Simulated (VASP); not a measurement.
Wanted: the native input for a VASP 6.6.1 run.

```yaml
Task: single point
Functional: PBEsol
Potentials_or_basis: VASP PAW PBE potentials, release 64 (Ge_d, Sb, Te)
Cutoff: 520 eV
k_mesh: 12 × 12 × 2
Occupations: gaussian, width 0.1 eV
Spin: no spin polarisation
Dipole_correction: no
Further_INCAR_settings: ALGO = Normal; EDIFF = 1e-06; NBANDS = 50
```

The structure of GeSb4Te7 lies in POSCAR:

```
GeSb4Te7
1.0
    4.2790808816      0.0000000000      0.0000000000
   -2.1395404408      3.7057927483      0.0000000000
    0.0000000000      0.0000000000     23.7944953590
Ge Sb Te
1 4 7
Direct
    0.0000000000      0.0000000000      0.5000000000
    0.6666666667      0.3333333333      0.9171268095
    0.3333333333      0.6666666667      0.3462500488
    0.3333333333      0.6666666667      0.0828731905
    0.6666666667      0.3333333333      0.6537499512
    0.3333333333      0.6666666667      0.8453756718
    0.6666666667      0.3333333333      0.1546243282
    0.0000000000      0.0000000000      0.7252808237
    0.6666666667      0.3333333333      0.4300030469
    0.3333333333      0.6666666667      0.5699969531
    0.0000000000      0.0000000000      0.0000000000
    0.0000000000      0.0000000000      0.2747191763
```

This cell differs from its parent crystal: volume scaled by 1.03, then relaxed in part.

One way to write it, as run:

INCAR

```
  PREC = Accurate
  ENCUT = 520
  EDIFF = 1E-6
  ISMEAR = 0
  SIGMA = 0.1
  LREAL = False
  LASPH = True
  NELM = 100
  ALGO = Normal
  ISIF = 2
  LWAVE = False
  LCHARG = False
  GGA = PS
  NBANDS = 50
```

KPOINTS

```
Automatic mesh
0
Gamma
  12 12 2
```

Potentials or basis: VASP PAW PBE potentials, release 64 (Ge_d, Sb, Te).

The run is started by

```bash
$ cat potpaw_PBE.64/Ge_d/POTCAR potpaw_PBE.64/Sb/POTCAR potpaw_PBE.64/Te/POTCAR > POTCAR
$ mpirun -np 1 vasp_std > vasp.out
```

It gave:

```yaml
Pressure: -0.9 GPa
Largest_force: 0.032 eV/Å
Band_gap_on_the_k_mesh: 0.14 eV, direct
```

Caveat: the PAW data sets were made with another functional, which shifts forces and pressure a little; spin-orbit coupling is left out, which moves the levels of the heavy elements; this functional lacks dispersion, which binds the layers, so the pressure and a relaxed spacing across them are unreliable.

It took 17 min on 1 thread of Intel(R) Xeon(R) Platinum 8488C (Sapphire Rapids) (shared host), peak memory 0.83 GiB.
